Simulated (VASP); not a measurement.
# Co (Fd-3m) in VASP: notebook

Co is run at these levels: PBEsol; tasks: single point.

Everything below comes from runs of VASP 6.6.1. Logs are shortened: lines on timing, memory, paths and dates and some standing lists are left out, and cuts for length are marked.

### Step 1. The cell of the first run

The structure is cubic, space group Fd-3m (No. 227). Conventional cell: a = 6.491 Å, b = 6.491 Å, c = 6.491 Å, α = 90.00°, β = 90.00°, γ = 90.00°. Co (site symmetry -43m) has 16 Co at 2.69 to 2.81 Å within 3.5 Å. Within 3.0 Å of Co (site symmetry -3m) lie 12 Co at 2.30 to 2.69 Å.

This isn't the form of Co at room conditions, which is hcp.

### Step 2. Single point, PBEsol, collinear spin, ferromagnetic start

File INCAR:

```
PREC = Accurate
ENCUT = 520
EDIFF = 1E-6
ISMEAR = -1
SIGMA = 0.1
LREAL = False
LASPH = True
NELM = 150
ALGO = Normal
ISIF = 2
LWAVE = False
LCHARG = False
ISPIN = 2
MAGMOM = 2.5 2.5 2.5 2.5 2.5 2.5
LORBIT = 11
LMAXMIX = 4
GGA = PS
NBANDS = 40
```

File KPOINTS:

```
regular mesh
0
Gamma
  6 6 6
```

File POSCAR:

```
Co
1.0
    0.0000000000      3.2457203505      3.2457203505
    3.2457203505      0.0000000000      3.2457203505
    3.2457203505      3.2457203505      0.0000000000
Co
6
Direct
    0.2500000000      0.2500000000      0.2500000000
    0.0000000000      0.0000000000      0.0000000000
    0.6250000000      0.6250000000      0.1250000000
    0.6250000000      0.1250000000      0.6250000000
    0.1250000000      0.6250000000      0.6250000000
    0.6250000000      0.6250000000      0.6250000000
```

Potentials or basis: VASP PAW PBE potentials, release 64 (Co).

Command:

```bash
$ cat potpaw_PBE.64/Co/POTCAR > POTCAR
$ mpirun -np 1 vasp_std > vasp.out
```

OUTCAR:

```text
PREC = Accurate
   ENCUT = 520
   EDIFF = 1E-6
   ISMEAR = -1
   LREAL = False
   LASPH = True
   NELM = 150
   ISIF = 2
   ISPIN = 2
   LORBIT = 11
   GGA = PS

 ion  position               nearest neighbor table
   1  0.250  0.250  0.250-   3 2.69   4 2.69   5 2.69   6 2.69   6 2.69   6 2.69   3 2.69   5 2.69
                             5 2.69   3 2.69   4 2.69   4 2.69   2 2.81   2 2.81   2 2.81   2 2.81
   2  0.000  0.000  0.000-   3 2.69   6 2.69   6 2.69   6 2.69   4 2.69   5 2.69   4 2.69   5 2.69
                             3 2.69   3 2.69   5 2.69   4 2.69   1 2.81   1 2.81   1 2.81   1 2.81
   3  0.625  0.625  0.125-   6 2.30   4 2.30   5 2.30   6 2.30   4 2.30   5 2.30   1 2.69   2 2.69
                             2 2.69   1 2.69   2 2.69   1 2.69
   4  0.625  0.125  0.625-   6 2.30   3 2.30   3 2.30   5 2.30   6 2.30   5 2.30   1 2.69   2 2.69
                             2 2.69   1 2.69   2 2.69   1 2.69
   5  0.125  0.625  0.625-   6 2.30   3 2.30   4 2.30   3 2.30   4 2.30   6 2.30   1 2.69   2 2.69
                             1 2.69   2 2.69   1 2.69   2 2.69
   6  0.625  0.625  0.625-   3 2.30   4 2.30   5 2.30   3 2.30   4 2.30   5 2.30   2 2.69   1 2.69
                             2 2.69   1 2.69   2 2.69   1 2.69

  LATTYP: Found a face centered cubic cell.
 ALAT       =     6.4914407010

  Lattice vectors:

 A1 = (   0.0000000000,   3.2457203505,   3.2457203505)
 A2 = (   3.2457203505,   0.0000000000,   3.2457203505)
 A3 = (   3.2457203505,   3.2457203505,   0.0000000000)

Analysis of symmetry for initial positions (statically):
=====================================================================
 Subroutine PRICEL returns:
 Original cell was already a primitive cell.

 Routine SETGRP: Setting up the symmetry group for a
 face centered cubic supercell.

 Subroutine GETGRP returns: Found 48 space group operations
 (whereof 24 operations were pure point group operations)
 out of a pool of 48 trial point group operations.

The static configuration has the point symmetry T_d .
 The point group associated with its full space group is O_h .

Analysis of symmetry for dynamics (positions and initial velocities):
=====================================================================
 Subroutine PRICEL returns:
 Original cell was already a primitive cell.

 Routine SETGRP: Setting up the symmetry group for a
 face centered cubic supercell.

 Subroutine GETGRP returns: Found 48 space group operations
 (whereof 24 operations were pure point group operations)
 out of a pool of 48 trial point group operations.

The dynamic configuration has the point symmetry T_d .
 The point group associated with its full space group is O_h .

Analysis of structural, dynamic, and magnetic symmetry:
=====================================================================
 Subroutine PRICEL returns:
 Original cell was already a primitive cell.

[... 153 lines left out ...]
  free energy    TOTEN  =       -45.07691948 eV

  energy without entropy =      -44.81170266  energy(sigma->0) =      -44.94431107

 E-fermi :   9.6914     XC(G=0): -13.2535

 val. band max:        9.6755154469   @ k =   0.3333   0.1667   0.0000
 cond. band min:       9.7032572513   @ k =  -0.3333   0.3333   0.1667
 fundamental gap:      0.0277418044
 Fermi energy:         9.6913651281

 spin component 1

 k-point     1 :       0.0000    0.0000    0.0000
  band No.  band energies     occupation
      1       0.6594      1.00000
      2       3.4909      1.00000
      3       4.6474      1.00000
      4       4.6474      1.00000
      5       4.6474      1.00000
      6       5.2960      1.00000
[... 661 lines left out ...]
     38      17.5413      0.00000
     39      21.4437      0.00000
 Fermi energy:         9.6913651281

 spin component 2

 k-point     1 :       0.0000    0.0000    0.0000
  band No.  band energies     occupation
      1       0.7552      1.00000
      2       4.6246      1.00000
      3       5.8431      1.00000
      4       5.8431      1.00000
      5       5.8431      1.00000
      6       6.5164      1.00000
[... 661 lines left out ...]
     38      18.2390      0.00000
     39      21.9091      0.00000
 [bands above 39 left out]

------------------------ aborting loop because EDIFF is reached ----------------------------------------

  FORCE on cell =-STRESS in cart. coord.  units (eV):
  Direction    XX          YY          ZZ          XY          YZ          ZX
  --------------------------------------------------------------------------------------
  -------------------------------------------------------------------------------------
  Total       -3.5434306     -3.5434306     -3.5434306      0.0000000     -0.0000000     -0.0000000
  in kB      -83.0178013    -83.0178013    -83.0178013      0.0000000     -0.0000000     -0.0000000
  external PRESSURE =     -83.0178013 kB  Pullay stress =       0.0000000 kB

 VOLUME and BASIS-vectors are now :
 -----------------------------------------------------------------------------
  energy-cutoff  :      520.00
  volume of cell :       68.39
      direct lattice vectors                 reciprocal lattice vectors
     0.000000000  3.245720351  3.245720351    -0.154049008  0.154049008  0.154049008
     3.245720351  0.000000000  3.245720351     0.154049008 -0.154049008  0.154049008
     3.245720351  3.245720351  0.000000000     0.154049008  0.154049008 -0.154049008

 POSITION                                       TOTAL-FORCE (eV/Angst)
 -----------------------------------------------------------------------------------
      1.62286      1.62286      1.62286        -0.000000     -0.000000     -0.000000
      0.00000      0.00000      0.00000         0.000000      0.000000      0.000000
      2.43429      2.43429      4.05715         0.000000     -0.000000     -0.000000
      2.43429      4.05715      2.43429         0.000000     -0.000000     -0.000000
      4.05715      2.43429      2.43429         0.000000     -0.000000     -0.000000
      4.05715      4.05715      4.05715         0.000000     -0.000000     -0.000000
 -----------------------------------------------------------------------------------
    total drift:                                0.000000      0.000000      0.000000

  FREE ENERGIE OF THE ION-ELECTRON SYSTEM (eV)
  ---------------------------------------------------
  free  energy   TOTEN  =       -45.0769194823 eV

  energy  without entropy=      -44.8117026596  energy(sigma->0) =      -44.94431107

 total charge

# of ion       s       p       d       tot
------------------------------------------
    1        0.389   0.395   7.176   7.960
    2        0.389   0.395   7.176   7.960
    3        0.532   0.564   7.293   8.390
    4        0.532   0.564   7.293   8.390
    5        0.532   0.564   7.293   8.390
    6        0.532   0.564   7.293   8.390
--------------------------------------------------
tot          2.906   3.047  43.525  49.478

 magnetization (x)

# of ion       s       p       d       tot
------------------------------------------
    1       -0.008  -0.037   1.819   1.774
    2       -0.008  -0.037   1.819   1.774
    3       -0.009  -0.050   1.723   1.664
    4       -0.009  -0.050   1.723   1.664
    5       -0.009  -0.050   1.723   1.664
    6       -0.009  -0.050   1.723   1.664
--------------------------------------------------
tot         -0.053  -0.274  10.531  10.204
```

OSZICAR:

```text
N       E                     dE             d eps       ncg     rms          rms(c)
DAV:   1     0.396360366549E+03    0.39636E+03   -0.23003E+04  2568   0.181E+03
DAV:   2    -0.213929129637E+02   -0.41775E+03   -0.39353E+03  2560   0.356E+02
DAV:   3    -0.515332981857E+02   -0.30140E+02   -0.27678E+02  2624   0.132E+02
DAV:   4    -0.520093957714E+02   -0.47610E+00   -0.47515E+00  3144   0.172E+01
DAV:   5    -0.520313949368E+02   -0.21999E-01   -0.21998E-01  3752   0.257E+00    0.292E+01
DAV:   6    -0.583715946231E+02   -0.63402E+01   -0.67760E+01  2888   0.138E+02    0.473E+01
DAV:   7    -0.507882916629E+02    0.75833E+01   -0.36168E+01  2960   0.126E+02    0.394E+01
DAV:   8    -0.455139057985E+02    0.52744E+01   -0.20557E+01  3320   0.591E+01    0.151E+01
DAV:   9    -0.449865212224E+02    0.52738E+00   -0.36723E+00  2928   0.309E+01    0.440E+00
DAV:  10    -0.450901869729E+02   -0.10367E+00   -0.66196E-01  2888   0.100E+01    0.370E+00
DAV:  11    -0.450742387710E+02    0.15948E-01   -0.12389E-01  3104   0.619E+00    0.146E+00
DAV:  12    -0.450778066185E+02   -0.35678E-02   -0.36879E-02  2920   0.229E+00    0.875E-01
DAV:  13    -0.450760925048E+02    0.17141E-02   -0.43441E-03  3560   0.131E+00    0.371E-01
DAV:  14    -0.450774887383E+02   -0.13962E-02   -0.31908E-03  3696   0.638E-01    0.422E-01
DAV:  15    -0.450769220008E+02    0.56674E-03   -0.90427E-04  3016   0.682E-01    0.788E-02
DAV:  16    -0.450769348754E+02   -0.12875E-04   -0.22731E-04  4056   0.165E-01    0.981E-02
DAV:  17    -0.450769203029E+02    0.14573E-04   -0.65522E-05  2952   0.193E-01    0.149E-02
DAV:  18    -0.450769194823E+02    0.82058E-06   -0.63863E-06  2584   0.305E-02
   1 F= -.45076919E+02 E0= -.44944311E+02  d E =-.265217E+00  mag=    10.1034
```

stdout:

```text
POSCAR found type information on POSCAR Co
 POSCAR found :  1 types and       6 ions
 scaLAPACK will be used
 -----------------------------------------------------------------------------
|                                                                             |
|                                                                             |
|     You enforced a specific xc type in the INCAR file but a different       |
|     I HOPE YOU KNOW WHAT YOU ARE DOING!                                     |
|                                                                             |
 -----------------------------------------------------------------------------

 LDA part: xc-table for (Slater+PW92), standard interpolation
 POSCAR, INCAR and KPOINTS ok, starting setup
 FFT: planning ... GRIDC
 FFT: planning ... GRID_SOFT
 FFT: planning ... GRID
 WAVECAR not read
 entering main loop
```

It took 56 s on 1 thread of Intel Xeon 6975P-C (Granite Rapids), shared host; peak memory 0.26 GiB.

What came out:

- Free energy: -45.0769 eV
- Pressure: -8.3 GPa
- Net moment: 10.10 μB per cell
- Site moments: Co +1.77, +1.66 (each value once) μB
- Valence electrons inside the program's atomic spheres: Co 7.96, 8.39 (each value once)

Caveat: the cell stands under tension; the PAW data sets were made with another functional, which shifts forces and pressure a little.

### Step 3. Single point, PBEsol, collinear spin, ferromagnetic start

This run uses another cell than the first one, of 11.69 Å³/atom.

File INCAR:

```
ALGO = Normal ; EDIFF = 1E-6
ENCUT = 520 ; GGA = PS
ISIF = 2 ; ISMEAR = -1
ISPIN = 2 ; LASPH = True
LCHARG = False ; LMAXMIX = 4
LORBIT = 11 ; LREAL = False
LWAVE = False ; MAGMOM = 2.5 2.5 2.5 2.5 2.5 2.5
NBANDS = 40 ; NELM = 150
PREC = Accurate ; SIGMA = 0.1
```

File KPOINTS:

```
k-points
0
Gamma
  6 6 6
```

Edit POSCAR of step 2 so:

```diff
@@ -2,5 +2,5 @@
 1.0
-    0.0000000000      3.2457203505      3.2457203505
-    3.2457203505      0.0000000000      3.2457203505
-    3.2457203505      3.2457203505      0.0000000000
+    0.0000000000      3.2735819738      3.2735819738
+    3.2735819738      0.0000000000      3.2735819738
+    3.2735819738      3.2735819738      0.0000000000
 Co
```

Potentials or basis: VASP PAW PBE potentials, release 64 (Co).

Command:

```bash
$ cat potpaw_PBE.64/Co/POTCAR > POTCAR
$ mpirun -np 1 vasp_std > vasp.out
```

Run time: 55 s. Hardware: 1 thread of Intel Xeon 6975P-C (Granite Rapids), shared host; peak memory 0.26 GiB.

The run converged. Its results:

- Free energy: -44.9624 eV
- Pressure: -12.3 GPa
- Net moment: 10.33 μB per cell
- Site moments: Co +1.81, +1.71 (each value once) μB
- Valence electrons inside the program's atomic spheres: Co 7.92, 8.34 (each value once)

Levels at points of the mesh, in eV from the Fermi level:
Spin up:
```tsv
k point	band 28	band 29	band 30	band 31	band 32	band 33	band 34	band 35	band 36	band 37
(0.00, 0.00, 0.00)	-1.17	-0.30	-0.30	-0.30	1.03	2.59	2.59	2.59	6.12	6.12
(0.50, 0.00, 0.00)	-1.33	-1.33	-1.06	-1.06	-0.30	1.75	2.17	2.17	5.02	5.02
(0.50, 0.50, 0.00)	-1.54	-1.36	-1.36	-1.33	-1.33	1.13	1.13	1.79	1.79	11.05
```
Spin down:
| k point | band 19 | band 20 | band 21 | band 22 | band 23 | band 24 |
| --- | --- | --- | --- | --- | --- | --- |
| (0.00, 0.00, 0.00) | -0.45 | -0.45 | 0.18 | 0.18 | 0.18 | 0.62 |
| (0.50, 0.00, 0.00) | -0.49 | -0.49 | -0.22 | -0.18 | -0.18 | 0.13 |
| (0.50, 0.50, 0.00) | -0.38 | -0.38 | -0.12 | -0.12 | -0.01 | -0.01 |

Caveat: the cell stands under tension; the PAW data sets were made with another functional, which shifts forces and pressure a little.
